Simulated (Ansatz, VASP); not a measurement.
One calculation of MgTl, two programs

File INCAR:

```
SYSTEM = MgTl
PREC     = Accurate       ! precision mode
ENCUT    = 520            ! plane-wave cutoff, eV
EDIFF    = 1E-8           ! SCF threshold, eV
ISMEAR   = -1             ! smearing method
SIGMA    = 0.05           ! smearing width, eV
LREAL    = .False.        ! projectors in reciprocal space
LASPH    = .True.         ! aspherical terms in the spheres
NELM     = 100            ! most SCF steps
ALGO     = Normal         ! electronic algorithm
ISIF     = 2              ! what is computed and relaxed
LWAVE    = .False.        ! write WAVECAR
LCHARG   = .False.        ! write CHGCAR
GGA      = CA             ! functional
LEFG     = .True.       
NBANDS   = 14             ! bands
```

KPOINTS

```
regular mesh
0
Gamma
  9 9 9
  0 0 0
```

POSCAR

```
MgTl
1.0
    3.6590735492      0.0000000000      0.0000000000
    0.0000000000      3.6590735492      0.0000000000
    0.0000000000      0.0000000000      3.6590735492
Mg Tl
1 1
Direct
    0.0000000000      0.0000000000      0.0000000000
    0.5000000000      0.5000000000      0.5000000000
```

Input for Ansatz:

```yaml
crystal:
  lattice:
    - [3.6590735492, 0.0, 0.0]
    - [0.0, 3.6590735492, 0.0]
    - [0.0, 0.0, 3.6590735492]
  atoms:
    - { symbol: Mg, position: [0.0, 0.0, 0.0] }
    - { symbol: Tl, position: [0.5, 0.5, 0.5] }
kpoints:
  mp_grid: { grid: [9, 9, 9] }
scf:
  occupations: { method: fermi_dirac, width: 0.05 }
hamiltonian:
  xc: lda
  pseudopotentials: { kind: all_electron, datasets: crystal }
output:
  forces: true
  stress: true
  eigenvalues: true
  efg: { contact_densities: true }
```

Change from the starting cell: volume scaled by 1.02, crystal datasets.

Alike in both runs: task electric field gradients; functional LDA; k mesh 9 × 9 × 9; occupations fermi-dirac, width 0.05 eV; no spin polarisation.

|  | VASP | Ansatz |
| --- | --- | --- |
| version | VASP 6.6.1 | Ansatz 0.2.0 |
| potentials or method | VASP PAW LDA potentials, release 64 (Mg, Tl_d), cutoff 520 eV | all-electron PAW with datasets made for the crystal, scalar-relativistic |

```csv
,VASP,Ansatz,Ansatz less VASP
pressure (GPa),-3.3,-3.1,+0.27
```

LDA's correlation is that of Perdew and Zunger in VASP and of Perdew and Wang (1992) in Ansatz. Ansatz ran all-electron here, and VASP with PAW potentials.

Neither program's run includes spin-orbit coupling.
